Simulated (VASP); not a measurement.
AlN:

```
CELL_PARAMETERS angstrom
3.11300 0.00000 0.00000
-1.55650 2.69594 0.00000
0.00000 0.00000 4.98100
ATOMIC_POSITIONS crystal
Al 0.66667 0.33333 0.50000
Al 0.33333 0.66667 0.00000
N 0.66667 0.33333 0.88000
N 0.33333 0.66667 0.38000
```

| Item | Value |
| --- | --- |
| Program | VASP 6.6.1 |
| Task | relaxation of cell and atoms |
| Functional | LDA |
| Potentials or basis | VASP PAW LDA potentials, release 64 (Al, N) |
| Cutoff | 600 eV |
| k mesh | 10 × 10 × 6 |
| Occupations | fermi-dirac, width 0.05 eV |
| Spin | no spin polarisation |

At the start: pressure -4.2 GPa; volume 10.45 Å³/atom.

Task: How do energy, volume and symmetry change on relaxing?

Result: Over 6 steps the energy falls by 3.2 meV/atom and the volume is 10.23 Å³/atom (-2.1 %); space group P6_3mc (No. 186, to 0.05 Å).

The path:
| step | energy change (eV) | largest force (eV/Å) | pressure (GPa) | volume (Å³) |
| --- | --- | --- | --- | --- |
| 1 | 0.0000 | 0.1194 | -4.21 | 41.80 |
| 2 | -0.0009 | 0.0854 | 4.30 | 40.16 |
| 3 | -0.0124 | 0.0200 | -0.04 | 40.96 |
| 4 | -0.0124 | 0.0180 | 0.06 | 40.94 |
| 5 | -0.0126 | 0.0112 | 0.08 | 40.93 |
| 6 | -0.0126 | 0.0047 | 0.09 | 40.93 |

Final structure:
```yaml
crystal:
  lattice:
    - [3.09088, 0.00000, 0.00000]
    - [-1.54544, 2.67678, 0.00000]
    - [0.00000, 0.00000, 4.94679]
  atoms:
    - { symbol: Al, position: [0.66667, 0.33333, 0.49905] }
    - { symbol: Al, position: [0.33333, 0.66667, 0.99905] }
    - { symbol: N, position: [0.66667, 0.33333, 0.88095] }
    - { symbol: N, position: [0.33333, 0.66667, 0.38095] }
```
